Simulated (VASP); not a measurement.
Set up this calculation in VASP 6.6.1, as the native input.

```
Task                   : relaxation of cell and atoms
Functional             : BLYP
Dispersion             : D4
Potentials or basis    : VASP PAW PBE potentials, release 64 (Pb_d, F)
Cutoff                 : 600 eV
k mesh                 : 8 × 8 × 8
Occupations            : fermi-dirac, width 0.05 eV
Spin                   : no spin polarisation
Dipole correction      : no
Further INCAR settings : ALGO = Normal; EDIFF = 1e-07; IBRION = 2; EDIFFG = -0.01; NSW = 60; ISIF = 3
```

The structure of PbF2 lies in POSCAR:

```
PbF2
1.0
    0.0000000000      2.9636600000      2.9636600000
    2.9636600000      0.0000000000      2.9636600000
    2.9636600000      2.9636600000      0.0000000000
Pb F
1 2
Direct
    0.0000000000      0.0000000000      0.0000000000
    0.7500000000      0.7500000000      0.7500000000
    0.2500000000      0.2500000000      0.2500000000
```

One way to write it, as run:

INCAR

```
SYSTEM = PbF2
PREC     = Accurate       ! precision mode
ENCUT    = 600            ! plane-wave cutoff, eV
EDIFF    = 1E-7           ! SCF threshold, eV
ISMEAR   = -1             ! smearing method
SIGMA    = 0.05           ! smearing width, eV
LREAL    = .False.        ! projectors in reciprocal space
LASPH    = .True.         ! aspherical terms in the spheres
NELM     = 120            ! most SCF steps
ALGO     = Normal         ! electronic algorithm
ISIF     = 3              ! what is computed and relaxed
LWAVE    = .False.        ! write WAVECAR
LCHARG   = .False.        ! write CHGCAR
GGA      = B5             ! functional
ALDAX    = 1.0          
AGGAX    = 1.0          
AGGAC    = 1.0          
ALDAC    = 0.0          
IVDW     = 13             ! dispersion correction
VDW_S6   = 1.0          
VDW_S8   = 2.34076671   
VDW_A1   = 0.44488865   
VDW_A2   = 4.0933009    
IBRION   = 2              ! ionic algorithm
NSW      = 60             ! ionic steps
EDIFFG   = -0.01          ! ionic threshold
GGA_COMPAT= .False.      
NELMIN   = 4
```

KPOINTS

```
Automatic mesh
0
Gamma
  8 8 8
  0 0 0
```

Potentials or basis: VASP PAW PBE potentials, release 64 (Pb_d, F).

Run with:

```console
$ cat potpaw_PBE.64/Pb_d/POTCAR potpaw_PBE.64/F/POTCAR > POTCAR
$ mpirun -np 1 vasp_std > vasp.out
```

Results of the run:

```json
{
 "Relaxed volume": "18.11 Å³/atom",
 "Relaxed cell": "a = 4.251 Å, b = 4.251 Å, c = 4.251 Å, α = 60.00°, β = 60.00°, γ = 60.00°",
 "Space group after relaxing (to 0.1 Å)": "Fm-3m (No. 225)",
 "Energy gained by relaxing": "26.8 meV/atom",
 "Ionic steps": "6",
 "Pressure after relaxing": "-0.1 GPa",
 "Band gap on the k mesh": "4.48 eV (least direct gap 4.62 eV)",
 "Dispersion energy per atom": "-0.351 eV"
}
```

Caveat: the PAW data sets were made with another functional, which shifts forces and pressure a little; spin-orbit coupling is left out, which moves the levels of the heavy elements.

Wall time 6.8 min on 1 thread of AMD EPYC 7R43 64-Core Processor (Zen 3), with other jobs on the host, peak memory 0.19 GiB.
